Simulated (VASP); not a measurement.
Write the native input for VASP 6.6.1 that does the following.

```yaml
Task: single point
Functional: PBEsol
Potentials_or_basis: VASP PAW PBE potentials, release 64 (Nb_sv)
Cutoff: 520 eV
k_mesh: 14 × 14 × 7
Occupations: fermi-dirac, width 0.1 eV
Spin: no spin polarisation
Dipole_correction: no
Further_INCAR_settings: ALGO = Normal; EDIFF = 1e-07; NBANDS = 20
```

The structure of Nb lies in POSCAR:

```
Nb
1.0
    2.8731853542      0.0000000000      0.0000000000
   -1.4365926771      2.4882515065      0.0000000000
    0.0000000000      0.0000000000      5.2538860672
Nb
2
Direct
    0.3333333333      0.6666666667      0.2500000000
    0.6666666667      0.3333333333      0.7500000000
```

This cell differs from its parent crystal: volume scaled by 1.04.

These files were run (other wordings do the same):

INCAR

```
  PREC = Accurate
  ENCUT = 520
  EDIFF = 1E-7
  ISMEAR = -1
  SIGMA = 0.1
  LREAL = F
  LASPH = T
  NELM = 60
  ALGO = Normal
  ISIF = 2
  LWAVE = F
  LCHARG = F
  GGA = PS
  NBANDS = 20
```

KPOINTS

```
regular mesh
0
Gamma
  14 14 7
```

Potentials or basis: VASP PAW PBE potentials, release 64 (Nb_sv).

Command:

```bash
$ cat potpaw_PBE.64/Nb_sv/POTCAR > POTCAR
$ mpirun -np 1 vasp_std > vasp.out
```

It gave:

| Quantity | Value |
| --- | --- |
| Pressure | -6.7 GPa |
| Band gap on the k mesh | zero (band 13 reaches 12.37 eV, above the bottom of band 14 at 10.23 eV) |

Caveat: the PAW data sets were made with another functional, which shifts forces and pressure a little.

It took 50 s on 1 thread of Intel Xeon 6975P-C (shared host), peak memory 0.2 GiB.
